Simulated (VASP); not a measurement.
# Cd2Te (P-3m1) in VASP: notebook, part 2 of 2

VASP 6.6.1. Earlier steps stand in the parts before.

### 3 Relaxation of cell and atoms, PBE

This run uses another cell than the first one, of 25.12 Å³/atom.

INCAR reads:

```
PREC     = Accurate       # precision mode
ENCUT    = 600            # plane-wave cutoff, eV
EDIFF    = 1E-6           # SCF threshold, eV
ISMEAR   = 0              # smearing method
SIGMA    = 0.2            # smearing width, eV
LREAL    = F              # projectors in reciprocal space
LASPH    = T              # aspherical terms in the spheres
NELM     = 100            # most SCF steps
ALGO     = Normal         # electronic algorithm
ISIF     = 3              # what is computed and relaxed
LWAVE    = F              # write WAVECAR
LCHARG   = F              # write CHGCAR
GGA      = PE             # functional
IBRION   = 2              # ionic algorithm
NSW      = 36             # ionic steps
EDIFFG   = -0.08          # ionic threshold
```

KPOINTS reads:

```
Automatic mesh
0
Gamma
  6 6 3
```

POSCAR reads:

```
Cd2Te
1.0
    3.7804256500      0.0000000000      0.0000000000
   -1.8902128300      3.2739446500      0.0000000000
    0.0000000000      0.0000000000      6.0877671200
Cd Te
2 1
Direct
    0.3333333300      0.6666666700      0.2500000000
    0.6666666700      0.3333333300      0.7500000000
    0.0000000000      0.0000000000      0.0000000000
```

Potentials or basis: VASP PAW PBE potentials, release 64 (Cd, Te).

On the command line:

```sh
$ cat potpaw_PBE.64/Cd/POTCAR potpaw_PBE.64/Te/POTCAR > POTCAR
$ mpirun -np 1 vasp_std > vasp.out
```

OUTCAR:

```text
PREC = Accurate
   ENCUT = 600
   EDIFF = 1E-6
   ISMEAR = 0
   LREAL = F
   LASPH = T
   NELM = 100
   ISIF = 3
   GGA = PE
   IBRION = 2
   NSW = 36
   EDIFFG = -0.08

 ion  position               nearest neighbor table
   1  0.333  0.667  0.250-   3 2.66   3 2.66   3 2.66   2 3.75   2 3.75   2 3.75   2 3.75   2 3.75
                             2 3.75
   2  0.667  0.333  0.750-   3 2.66   3 2.66   3 2.66   1 3.75   1 3.75   1 3.75   1 3.75   1 3.75
                             1 3.75
   3  0.000  0.000  0.000-   1 2.66   2 2.66   2 2.66   1 2.66   2 2.66   1 2.66

  LATTYP: Found a hexagonal cell.
 ALAT       =     3.7804256500
 C/A-ratio  =     1.6103390686

  Lattice vectors:

 A1 = (   3.7804256500,   0.0000000000,   0.0000000000)
 A2 = (  -1.8902128300,   3.2739446500,   0.0000000000)
 A3 = (   0.0000000000,   0.0000000000,   6.0877671200)

Analysis of symmetry for initial positions (statically):
=====================================================================
 Subroutine PRICEL returns:
 Original cell was already a primitive cell.

 Routine SETGRP: Setting up the symmetry group for a
 hexagonal supercell.

 Subroutine GETGRP returns: Found 12 space group operations
 (whereof 12 operations were pure point group operations)
 out of a pool of 24 trial point group operations.

The static configuration has the point symmetry D_3d.

Analysis of symmetry for dynamics (positions and initial velocities):
=====================================================================
 Subroutine PRICEL returns:
 Original cell was already a primitive cell.
[... 256 lines left out ...]
  free  energy   TOTEN  =        -4.5363714642 eV

  energy  without entropy=       -4.5213226049  energy(sigma->0) =       -4.52884703

 E-fermi :   4.4527     XC(G=0): -10.1369

 val. band max:        4.1775174834   @ k =   0.3333   0.1667   0.0000
 cond. band min:       4.5075448785   @ k =  -0.1667   0.5000   0.3333
 fundamental gap:      0.3300273951
 Fermi energy:         4.4527396066

 k-point     1 :       0.0000    0.0000    0.0000
  band No.  band energies     occupation
      1      -8.0883      2.00000
      2      -4.8523      2.00000
      3      -4.8523      2.00000
      4      -4.8232      2.00000
      5      -4.6930      2.00000
      6      -4.6930      2.00000
[... 351 lines left out ...]
      6      -4.5462      2.00000
[... 11 lines left out ...]
     18       8.5376      0.00000
     19       9.1573      0.00000

[... ionic steps 4 to 19 ...]

--------------------------------------- Ionic step       20  -------------------------------------------

 number of electron      30.0000014 magnetization

------------------------ aborting loop because EDIFF is reached ----------------------------------------
[... 69 lines left out ...]
--------------------------------------- Ionic step       22  -------------------------------------------

 number of electron      30.0000016 magnetization

 Free energy of the ion-electron system (eV)
  ---------------------------------------------------
  ext. energy  EPLUGINS =         0.00000000
  ---------------------------------------------------
  free energy    TOTEN  =        -5.03614157 eV

  energy without entropy =       -5.01918233  energy(sigma->0) =       -5.02766195

 E-fermi :   3.1801     XC(G=0):  -9.6719

 val. band max:        3.1510187533   @ k =   0.5000   0.0000   0.0000
 cond. band min:       3.5901231735   @ k =  -0.1667   0.5000   0.3333
 fundamental gap:      0.4391044202
 Fermi energy:         3.1800683507

 k-point     1 :       0.0000    0.0000    0.0000
  band No.  band energies     occupation
      1      -8.3788      2.00000
      2      -5.6976      2.00000
      3      -5.6976      2.00000
      4      -5.5641      2.00000
      5      -5.4707      2.00000
      6      -5.4707      2.00000
[... 393 lines left out ...]
  FREE ENERGIE OF THE ION-ELECTRON SYSTEM (eV)
  ---------------------------------------------------
  free  energy   TOTEN  =        -5.0361415675 eV

  energy  without entropy=       -5.0191823264  energy(sigma->0) =       -5.02766195

 reached required accuracy - stopping structural energy minimisation
```

It took 12 min on 1 thread of Intel Xeon 8259CL, shared host; peak memory 0.23 GiB.

Results:

```yaml
Free_energy: -5.0361 eV
Relaxed_volume: 28.39 Å³/atom
Relaxed_cell: a = 4.282 Å, b = 4.282 Å, c = 5.363 Å, α = 90.00°, β = 90.00°, γ = 120.00°
Space_group_after_relaxing_to_0.1_Å: P-3m1 (No. 164)
Energy_gained_by_relaxing: 743.2 meV/atom
Ionic_steps: 22
Pressure_after_relaxing: 0.2 GPa
Largest_force_after_relaxing: 0.058 eV/Å
Band_gap_on_the_k_mesh: zero (bands 15 and 16 overlap by 2.14 eV)
```

Forces in eV/Å, atoms in the order of the input:
```
Cd   0.000  0.000 -0.058
Cd   0.000  0.000  0.058
Te   0.000  0.000  0.000
```

The path:
```tsv
step	energy change (eV)	largest force (eV/Å)	pressure (GPa)	volume (Å³)
1	0.0000	3.7882	21.59	75.35
2	-1.4704	0.2312	-4.16	118.46
3	-1.7297	0.4954	-0.80	100.99
4	-1.7301	0.4543	-0.96	101.67
5	-1.8312	0.5229	-0.93	99.68
6	-2.0395	0.6783	-0.16	93.18
7	-1.8367	0.5904	5.45	77.59
8	-2.0416	0.7801	1.44	87.96
9	-2.1126	0.4173	-0.49	90.17
10	-2.1185	0.2799	-1.23	91.17
11	-2.1651	0.1902	-0.71	88.39
12	-2.1897	0.0154	0.23	85.02
13	-2.2007	0.0440	-0.09	85.67
14	-2.2124	0.2082	-0.90	87.32
15	-2.2172	0.2133	-0.70	86.87
16	-2.2207	0.2174	-0.47	86.30
17	-2.2193	0.2150	0.00	85.12
18	-2.2215	0.2182	-0.33	85.88
19	-2.2246	0.1800	-0.14	85.53
20	-2.2275	0.0609	0.51	84.49
21	-2.2277	0.0854	0.38	84.70
22	-2.2295	0.0578	0.24	85.16
```

Final structure:
```
Cd Te
1.0
     4.28206    0.00000    0.00000
    -2.14103    3.70837    0.00000
     0.00000    0.00000    5.36314
Cd Te
2 1
Direct
  0.33333 0.66667 0.33039
  0.66667 0.33333 0.66961
  0.00000 0.00000 0.00000
```

Levels at points of the mesh, in eV from the Fermi level:
```
           k point  band 12  band 13  band 14  band 15  band 16  band 17  band 18  band 19
(0.00, 0.00, 0.00)    -4.05    -3.58    -0.47    -0.47     3.00     3.92     3.92     5.01
(0.50, 0.00, 0.00)    -5.25    -1.98    -1.77    -1.10    -0.03     1.18     4.35     5.19
```

Caveat: spin-orbit coupling is left out, which moves the levels of the heavy elements; the relaxation stopped at a loose force limit of 0.08 eV/Å, so its end isn't a converged minimum.

The gap in the log of VASP goes by the Fermi energy; the results here count the filled bands.